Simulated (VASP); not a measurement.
## BeS: single point with PBE

The system is BeS.

```
Be S
1.0
     3.46216    0.00000    0.00000
    -1.73108    2.99832    0.00000
     0.00000    0.00000    6.99243
Be S
2 2
Direct
  0.33333 0.66667 0.25000
  0.66667 0.33333 0.75000
  0.66667 0.33333 0.25000
  0.33333 0.66667 0.75000
```

| Property | Result |
| --- | --- |
| Program | VASP 6.6.1 |
| Task | single point |
| Functional | PBE |
| Potentials or basis | VASP PAW PBE potentials, release 64 (Be, S) |
| Cutoff | 520 eV |
| k mesh | 12 × 12 × 4 |
| Occupations | fermi-dirac, width 0.02 eV |
| Spin | no spin polarisation |
| Dipole correction | no |
| Further INCAR settings | ALGO = Normal; EDIFF = 1e-06; NBANDS = 16 |

```json
{
 "Pressure": "0.5 GPa",
 "Band gap on the k mesh": "3.94 eV, indirect (least direct gap 4.14 eV)"
}
```

Levels at points of the mesh, in eV from the valence-band top:
| k point | band 5 | band 6 | band 7 | band 8 | band 9 | band 10 | band 11 | band 12 |
| --- | --- | --- | --- | --- | --- | --- | --- | --- |
| (0.00, 0.00, 0.00) | -0.84 | -0.66 | -0.65 | -0.65 | 4.85 | 6.20 | 6.20 | 6.20 |
| (0.50, 0.00, 0.00) | -2.27 | -2.00 | -1.28 | -0.16 | 4.17 | 4.94 | 5.47 | 5.64 |
| (0.00, 0.00, 0.50) | -0.75 | -0.75 | -0.75 | -0.75 | 6.23 | 6.23 | 6.37 | 6.37 |
| (0.50, 0.00, 0.50) | -2.14 | -2.14 | -0.54 | -0.54 | 4.13 | 4.13 | 5.30 | 5.30 |

Wall time 34 s on 1 thread of Intel(R) Xeon(R) Platinum 8488C (Sapphire Rapids) (shared host), peak memory 0.21 GiB.

A k mesh can miss the band edges.
